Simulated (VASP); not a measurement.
AgRh, 2 atoms in the cell. It takes space group P-6m2 (No. 187, hexagonal). The conventional cell has a = 2.740 Å, b = 2.740 Å, c = 4.744 Å, α = 90.00°, β = 90.00°, γ = 120.00°. Within 3.6 Å of Ag (site symmetry -6m2) lie 6 Ag at 2.74 Å and 6 Rh at 2.85 Å. Within 3.6 Å of Rh (site symmetry -6m2) lie 6 Rh at 2.74 Å and 6 Ag at 2.85 Å. 

* Program: VASP 6.6.1
* Task: single point
* Functional: PBE
* Potentials or basis: VASP PAW PBE potentials, release 64 (Ag, Rh_pv)
* Cutoff: 520 eV
* k mesh: 11 × 11 × 6
* Occupations: fermi-dirac, width 0.05 eV
* Spin: no spin polarisation
* Dipole correction: no
* Further INCAR settings: ALGO = Normal; EDIFF = 1e-07; NBANDS = 20

Potentials or basis: VASP PAW PBE potentials, release 64 (Ag, Rh_pv).

The run is started by

```sh
$ cat potpaw_PBE.64/Ag/POTCAR potpaw_PBE.64/Rh_pv/POTCAR > POTCAR
$ mpirun -np 1 vasp_std > vasp.out
```

Hardware: 1 thread of Intel(R) Xeon(R) Platinum 8488C (Sapphire Rapids), on a shared host.

Task: How long does it take, and how much memory?

Result: It took 20 s on 1 thread of Intel(R) Xeon(R) Platinum 8488C (Sapphire Rapids), on a shared host, peak memory 0.16 GiB. Counts: scf iterations 14, k points 64.
